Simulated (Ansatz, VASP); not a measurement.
One calculation of Ti, two programs

File INCAR:

```
SYSTEM = Ti
PREC = Accurate ; ENCUT = 520
EDIFF = 1E-8 ; ISMEAR = -1
SIGMA = 0.05 ; LREAL = .False.
LASPH = .True. ; NELM = 80
ALGO = Normal ; ISIF = 2
LWAVE = .False. ; LCHARG = .False.
LEFG = .True. ; NBANDS = 19
```

The input KPOINTS:

```
regular mesh
0
Gamma
  13 13 7
  0 0 0
```

Contents of POSCAR:

```
Ti
1.0
    2.9357319231      0.0000000000      0.0000000000
   -1.4678659615      2.5424184241      0.0000000000
    0.0000000000      0.0000000000      4.6408561500
Ti
2
Direct
    0.3333333333      0.6666666667      0.2500000000
    0.6666666667      0.3333333333      0.7500000000
```

Input for Ansatz:

```yaml
crystal:
  lattice:
    - [2.9357319231, 0.0, 0.0]
    - [-1.4678659615, 2.5424184241, 0.0]
    - [0.0, 0.0, 4.64085615]
  atoms:
    - { symbol: Ti, position: [0.3333333333, 0.6666666667, 0.25] }
    - { symbol: Ti, position: [0.6666666667, 0.3333333333, 0.75] }
kpoints:
  mp_grid: { grid: [13, 13, 7] }
  band_path:
    path:
      - [0.0, 0.0, 0.0]
      - [0.5, 0.0, 0.0]
      - [0.3333333333, 0.3333333333, 0.0]
      - [0.0, 0.0, 0.0]
      - [0.0, 0.0, 0.5]
      - [0.5, 0.0, 0.5]
      - [0.3333333333, 0.3333333333, 0.5]
      - [0.0, 0.0, 0.5]
      - [0.5, 0.0, 0.5]
    npoints: 14
scf:
  occupations: { method: fermi_dirac, width: 0.05 }
hamiltonian:
  xc: lda
  pseudopotentials: { kind: paw }
output:
  forces: true
  stress: true
  eigenvalues: true
  efg: { contact_densities: true }
  populations: true
  bader: true
  dos: { projected: true, de: 0.2, e_range: [-14, 8] }
  write_density: true
  write_potential: true
  elf: true
  volumetric_format: npy
```

Alike in both runs: task electric field gradients; functional LDA; k mesh 13 × 13 × 7; occupations fermi-dirac, width 0.05 eV; no spin polarisation.

|  | VASP | Ansatz |
| --- | --- | --- |
| version | VASP 6.6.1 | Ansatz 0.2.0 |
| potentials or method | VASP PAW LDA potentials, release 64 (Ti_sv) | PAW with Ansatz's default frozen-core files, scalar-relativistic |
| plane-wave cutoff (eV) | 520 | 420 |
| valence electrons in the cell | 24 | 24 |

Ansatz gave:

| Item | Value |
| --- | --- |
| pressure (GPa) | -8.1 |
| traceless stress, the component that is largest in VASP (GPa) | 0.04 |
| size of Vzz on the site where it differs most (V/Å²) | 20.2 |

Problem. Estimate VASP's values.

Solution. Pressure (GPa): -8.2; traceless stress, the component that is largest in VASP (GPa): 0.06; size of Vzz on the site where it differs most (V/Å²): 18.6.

LDA's correlation is that of Perdew and Zunger in VASP and of Perdew and Wang (1992) in Ansatz.
